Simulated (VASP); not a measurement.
A run of VASP 6.6.1 is set up as follows.

INCAR

```
SYSTEM = InSe
PREC     = Accurate       ! precision mode
ENCUT    = 520            ! plane-wave cutoff, eV
EDIFF    = 1E-6           ! SCF threshold, eV
ISMEAR   = 0              ! smearing method
SIGMA    = 0.02           ! smearing width, eV
LREAL    = .FALSE.        ! projectors in reciprocal space
LASPH    = .TRUE.         ! aspherical terms in the spheres
NELM     = 80             ! most SCF steps
ALGO     = Normal         ! electronic algorithm
ISIF     = 2              ! what is computed and relaxed
LWAVE    = .FALSE.        ! write WAVECAR
LCHARG   = .FALSE.        ! write CHGCAR
GGA      = PE             ! functional
IVDW     = 12             ! dispersion correction
NBANDS   = 27             ! bands
```

Contents of KPOINTS:

```
Automatic mesh
0
G
  12 12 12
  0 0 0
```

POSCAR

```
InSe
1.0
    1.9668698991      1.1355728657      7.9572505060
   -1.9668698991      1.1355728657      7.9572505060
    0.0000000000     -2.2711457314      7.9572505060
In Se
2 2
Direct
   -0.0016108711     -0.0016108711     -0.0016108711
    0.1130799601      0.1130799601      0.1130799601
    0.6100471181      0.6100471181      0.6100471181
    0.8344837930      0.8344837930      0.8344837930
```

Potentials or basis: VASP PAW PBE potentials, release 64 (In_d, Se).

Launch:

```console
$ cat potpaw_PBE.64/In_d/POTCAR potpaw_PBE.64/Se/POTCAR > POTCAR
$ mpirun -np 1 vasp_std > vasp.out
```

Problem. Predict the band gap on the k mesh.

Solution. 0.50 eV.

Problem. What does it give for the largest force?

Solution. 0.025 eV/Å.

Problem. What does it give for the pressure?

Solution. 3.6 GPa.

Forces on the atoms (eV/Å):
```
In   0.000  0.000  0.025
In   0.000  0.000 -0.025
Se   0.000  0.000 -0.018
Se   0.000  0.000  0.018
```

Caveat: the cell stands under pressure; semilocal functionals underestimate gaps, and a narrow one can read as zero; spin-orbit coupling is left out, which moves the levels of the heavy elements. A k mesh can miss the band edges.
